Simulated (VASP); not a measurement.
Input of a VASP 6.6.1 run:

File INCAR:

```
PREC = Accurate
ENCUT = 600
EDIFF = 1E-6
ISMEAR = 0
SIGMA = 0.1
LREAL = F
LASPH = T
NELM = 60
ALGO = Normal
ISIF = 3
LWAVE = F
LCHARG = F
GGA = PE
IBRION = 2
NSW = 90
EDIFFG = -0.04
```

Contents of KPOINTS:

```
Automatic mesh
0
Gamma
  6 6 6
```

The input POSCAR:

```
Ta3N
1.0
    5.6212528003      0.0000000000      0.0000000000
   -2.8106264001      4.8681477261      0.0000000000
    0.0000000000      0.0000000000      2.8550239253
Ta N
3 1
Direct
    0.4937300865      0.5062699135      0.0000000000
    0.4937300865      0.9874601730      0.0000000000
    0.0125398270      0.5062699135      0.0000000000
    0.6666666667      0.3333333333      0.5000000000
```

Potentials or basis: VASP PAW PBE potentials, release 64 (Ta_pv, N).

Command:

```bash
$ cat potpaw_PBE.64/Ta_pv/POTCAR potpaw_PBE.64/N/POTCAR > POTCAR
$ mpirun -np 1 vasp_std > vasp.out
```

Question: What does it give for the band gap on the k mesh?

Answer: Zero (band 19 reaches 4.42 eV, above the bottom of band 20 at 2.80 eV).

Question: Estimate the relaxed volume.

Answer: 19.54 Å³/atom.

Question: Predict the space group after relaxing (to 0.05 Å).

Answer: P-6m2 (No. 187).

Question: What does it give for the relaxed cell?

Answer: a = 5.677 Å, b = 5.677 Å, c = 2.801 Å, α = 90.00°, β = 90.00°, γ = 120.00°.

Forces on the atoms (eV/Å):
```
Ta   0.017 -0.010  0.000
Ta   0.000  0.020  0.000
Ta  -0.017 -0.010  0.000
N    0.000  0.000  0.000
```

Caveat: the k points lie up to 0.37 Å⁻¹ apart in the final cell; spin-orbit coupling is left out, which moves the levels of the heavy elements.
